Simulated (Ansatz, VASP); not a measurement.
**Zr2Cd in VASP and in Ansatz**

File INCAR:

```
SYSTEM = Zr2Cd
  ALGO = Normal
  EDIFF = 1E-8
  ENCUT = 520
  GGA = CA
  ISIF = 2
  ISMEAR = -1
  LASPH = .TRUE.
  LCHARG = .FALSE.
  LEFG = .TRUE.
  LREAL = .FALSE.
  LWAVE = .FALSE.
  NBANDS = 25
  NELM = 100
  PREC = Accurate
  SIGMA = 0.05
```

The input KPOINTS:

```
k-points
0
G
  11 11 11
  0 0 0
```

File POSCAR:

```
Zr2Cd
1.0
    0.0000000000      2.1883400586      6.9998424303
    2.1823217250      0.0000000000      6.9998424303
    2.1823217250      2.1883400586      0.0000000000
Zr Cd
2 1
Direct
    0.1688392900      0.1688392900      0.8311607100
    0.8311607100      0.8311607100      0.1688392900
    0.5000000000      0.5000000000      0.5000000000
```

Input for Ansatz:

```yaml
crystal:
  lattice:
    - [0.0, 2.1883400586, 6.9998424303]
    - [2.182321725, 0.0, 6.9998424303]
    - [2.182321725, 2.1883400586, 0.0]
  atoms:
    - { symbol: Zr, position: [0.16883929, 0.16883929, 0.83116071] }
    - { symbol: Zr, position: [0.83116071, 0.83116071, 0.16883929] }
    - { symbol: Cd, position: [0.5, 0.5, 0.5] }
kpoints:
  mp_grid: { grid: [11, 11, 11] }
  band_path:
    path:
      - [0.0, 0.0, 0.0]
      - [0.5, 0.0, 0.5]
      - [0.5, 0.0256729069, 0.5256729069]
      - [0.5, 0.9743270931, 0.4743270931]
      - [0.5, 0.5, 0.0]
      - [0.9769468671, 0.5, 0.4769468671]
      - [0.0230531329, 0.5, 0.5230531329]
      - [0.0, 0.5, 0.5]
      - [0.2358722558, 0.7358722558, 0.5]
    npoints: 8
scf:
  occupations: { method: fermi_dirac, width: 0.05 }
hamiltonian:
  xc: lda
  pseudopotentials: { kind: paw }
output:
  forces: true
  stress: true
  eigenvalues: true
  efg: { contact_densities: true }
  populations: true
  bader: true
  dos: { projected: true, de: 0.2, e_range: [-14, 8] }
```

Alike in both runs: task electric field gradients; functional LDA; k mesh 11 × 11 × 11; occupations fermi-dirac, width 0.05 eV; no spin polarisation.

```csv
,VASP,Ansatz
version,VASP 6.6.1,Ansatz 0.2.0
potentials or method,"VASP PAW LDA potentials, release 64 (Zr_sv, Cd)","PAW with Ansatz's default frozen-core files, scalar-relativistic"
plane-wave cutoff (eV),520,420
valence electrons in the cell,36,44
```

```tsv
	VASP	Ansatz	Ansatz less VASP
pressure (GPa)	-6.3	-6.6	-0.27
traceless stress, the component that is largest in VASP (GPa)	0.22	0.16	-0.066
rms of the force components (eV/Å)	0.007	0.003	-0.0033
size of Vzz on the site where it differs most (V/Å²)	102.0	99.8	-2.28
```

LDA's correlation is that of Perdew and Zunger in VASP and of Perdew and Wang (1992) in Ansatz. Atom by atom the forces differ by 0.003 eV/Å (rms over components). VASP's potentials hold 36 valence electrons a cell and Ansatz's 44, so a difference there can come from the potentials and not from the codes.
